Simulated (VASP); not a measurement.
Runs of VASP 6.6.1 on Fe. The structure is that of space group P6_3/mmc (No. 194), or close to it. The cells are those of the table. This isn't the form of Fe at room conditions, which is bcc.

```csv
task,cell,k mesh,cutoff (eV),gap on the mesh (eV),pressure (GPa)
single point,"a = 2.429, b = 2.429, c = 7.817 Å, angles 90.0, 90.0, 120.0°, 4 atoms",17 × 17 × 5,520,none,-12.5
relaxation of cell and atoms,"relaxed from a = 2.554, b = 2.554, c = 8.341 Å, angles 90.0, 90.0, 120.0°, 4 atoms",14 × 14 × 4,600,-,0.0
single point,"a = 2.397, b = 2.397, c = 7.715 Å, angles 90.0, 90.0, 120.0°, 4 atoms",14 × 14 × 4,520,none,-0.3
single point,"a = 2.397, b = 2.397, c = 7.715 Å, angles 90.0, 90.0, 120.0°, 4 atoms",17 × 17 × 5,520,none,-0.3
single point,"a = 2.365, b = 2.365, c = 7.611 Å, angles 90.0, 90.0, 120.0°, 4 atoms",17 × 17 × 5,520,none,(a)
```

Alike in all rows: level LDA; potentials or basis VASP PAW LDA potentials, release 64 (Fe); no spin polarisation; smearing fermi-dirac 0.1 eV.

Q: Fill in the values left out.

A: (a) 15.1.

Caveats: the run has no spin polarisation, though such a crystal can be magnetic; the cell stands under tension (at least some runs); the highest band is partly filled, so the run has too few bands (at least some runs); the cell stands under pressure (at least some runs).

A gap of «none» marks levels without a gap at the run's occupations.
